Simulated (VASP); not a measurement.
Here is a VASP 6.6.1 calculation.

INCAR

```
SYSTEM = Ag
ALGO     = Fast           ! electronic algorithm
EDIFF    = 1E-6           ! SCF threshold, eV
ENCUT    = 520            ! plane-wave cutoff, eV
GGA      = PS             ! functional
ISIF     = 2              ! what is computed and relaxed
ISMEAR   = 0              ! smearing method
LASPH    = .True.         ! aspherical terms in the spheres
LCHARG   = .True.         ! write CHGCAR
LELF     = .True.         ! ELF
LREAL    = .False.        ! projectors in reciprocal space
LVHAR    = .True.       
LWAVE    = .False.        ! write WAVECAR
NBANDS   = 12             ! bands
NELM     = 60             ! most SCF steps
PREC     = Accurate       ! precision mode
SIGMA    = 0.1            ! smearing width, eV
```

File KPOINTS:

```
k-points
0
Gamma
  15 15 14
  0 0 0
```

The input POSCAR:

```
Ag
1.0
    2.7704522650     -0.0000202176      0.0139295221
   -1.3852436415      2.3993123679      0.0000000000
    1.3974827070      0.8068370171      2.4160755912
Ag
1
Direct
    0.0000000000      0.0000000000      0.0000000000
```

Potentials or basis: VASP PAW PBE potentials, release 64 (Ag).

Launch:

```sh
$ cat potpaw_PBE.64/Ag/POTCAR > POTCAR
$ mpirun -np 1 vasp_std > vasp.out
```

Question: What does it give for the band gap on the k mesh?

Answer: Zero (an odd number of electrons rules out a gap without spin polarisation).

Question: Predict the pressure.

Answer: 5.8 GPa.

Stress tensor (GPa, compression positive):
```
 8.70 -0.11  0.06
-0.11  8.83  0.04
 0.06  0.04 -0.09
```

Caveat: the stress differs along the axes, from -0 to 9 GPa; the PAW data sets were made with another functional, which shifts forces and pressure a little.
